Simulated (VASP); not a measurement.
Zr4Ag: single point with PBE

Zr4Ag:

```
Zr Ag
1.0
     0.00000    4.05500    4.05500
     4.05500    0.00000    4.05500
     4.05500    4.05500    0.00000
Zr Ag
4 1
Cartesian
  1.0281 1.0281 1.0281
  3.0269 3.0269 1.0281
  3.0269 1.0281 3.0269
  1.0281 3.0269 3.0269
  4.0550 4.0550 4.0550
```

| Quantity | Value |
| --- | --- |
| Program | VASP 6.6.1 |
| Task | single point |
| Functional | PBE |
| Potentials or basis | VASP PAW PBE potentials, release 64 (Zr_sv, Ag) |
| Cutoff | 520 eV |
| k mesh | 4 × 4 × 4 |
| Occupations | gaussian, width 0.2 eV |
| Spin | no spin polarisation |

```yaml
Pressure: 0.6 GPa
```

Levels at points of the mesh, in eV from the Fermi level:
| k point | band 27 | band 28 | band 29 | band 30 | band 31 | band 32 | band 33 | band 34 |
| --- | --- | --- | --- | --- | --- | --- | --- | --- |
| (0.00, 0.00, 0.00) | -0.98 | -0.98 | -0.98 | -0.46 | -0.46 | 3.30 | 3.39 | 3.39 |
| (0.50, 0.00, 0.00) | -1.01 | -0.06 | -0.06 | 0.60 | 0.60 | 0.83 | 1.00 | 1.35 |
| (0.50, 0.50, 0.00) | -0.44 | -0.09 | 0.03 | 0.03 | 0.05 | 0.84 | 1.01 | 1.39 |

It took 2.2 min on 1 thread of Intel(R) Xeon(R) Platinum 8488C (Sapphire Rapids), on a shared host, peak memory 0.33 GiB.
